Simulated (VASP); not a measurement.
AlN:

```
CELL_PARAMETERS angstrom
3.11300 0.00000 0.00000
-1.55650 2.69594 0.00000
0.00000 0.00000 4.98100
ATOMIC_POSITIONS crystal
Al 0.33333 0.66667 0.00000
Al 0.66667 0.33333 0.50000
N 0.33333 0.66667 0.38000
N 0.66667 0.33333 0.88000
```

* Program: VASP 6.6.1
* Task: relaxation of cell and atoms
* Functional: PBE
* Potentials or basis: VASP PAW PBE potentials, release 64 (Al, N)
* Cutoff: 600 eV
* k mesh: 9 × 9 × 6
* Occupations: gaussian, width 0.02 eV
* Spin: no spin polarisation

At the start: pressure 3.3 GPa; volume 10.45 Å³/atom.

Task: How do energy, volume and symmetry change on relaxing?

Result: Over 8 steps the energy falls by 2.1 meV/atom and the volume is 10.62 Å³/atom (+1.7 %); space group P6_3mc (No. 186, to 0.1 Å) before and after.

Step by step:
```csv
step,energy change (eV),largest force (eV/Å),pressure (GPa),volume (Å³)
1,0.0000,0.1290,3.35,41.80
2,-0.0017,0.0910,-2.80,43.14
3,-0.0083,0.0042,0.02,42.50
4,-0.0083,0.0019,-0.06,42.51
5,-0.0083,0.0055,0.03,42.49
6,-0.0083,0.0055,0.04,42.49
7,-0.0083,0.0053,0.03,42.49
8,-0.0083,0.0014,0.01,42.50
```

Final structure:
```
Al N
1.0
     3.12796    0.00000    0.00000
    -1.56398    2.70889    0.00000
     0.00000    0.00000    5.01529
Al N
2 2
Direct
  0.33333 0.66667 0.99926
  0.66667 0.33333 0.49926
  0.33333 0.66667 0.38074
  0.66667 0.33333 0.88074
```
